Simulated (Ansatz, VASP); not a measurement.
# One calculation of TeAs2, two programs

```xyz
6
Lattice="-3.4703 3.4703 2.8991 3.4703 -3.4703 2.8991 3.4703 3.4703 -2.8991" Properties=species:S:1:pos:R:3 pbc="T T T"
Te    0.0000    3.4703    1.4495
Te    0.0000    0.0000    0.0000
As    1.7352    0.0000    2.1743
As    1.7352    3.4703   -0.7248
As    3.4703    1.7352    0.7248
As    0.0000    1.7352    3.6238
```

Alike in both runs: functional PBEsol; k mesh 8 × 8 × 8; occupations gaussian, width 0.1 eV; no spin polarisation.

Ansatz relaxed the structure, and its values are those at the end. VASP's run is a single point on that final structure, the one shown.

```csv
,VASP,Ansatz
version,VASP 6.6.1,Ansatz 0.2.0
potentials or method,"VASP PAW PBE potentials, release 64 (Te, As), cutoff 520 eV","scalar-relativistic, plane waves, PAW"
valence electrons in the cell,32,92
```

```tsv
	VASP	Ansatz	Ansatz less VASP
gap on the k mesh at the Fermi level (eV)	none	none	-
pressure (GPa)	0.2	0.0	-0.16
```

VASP's potentials were made for PBE, not for PBEsol. A gap of «none» marks a metal or a gap that the smearing closes. VASP's potentials hold 32 valence electrons a cell and Ansatz's 92, so a difference there can come from the potentials and not from the codes.

Neither program's run includes spin-orbit coupling.
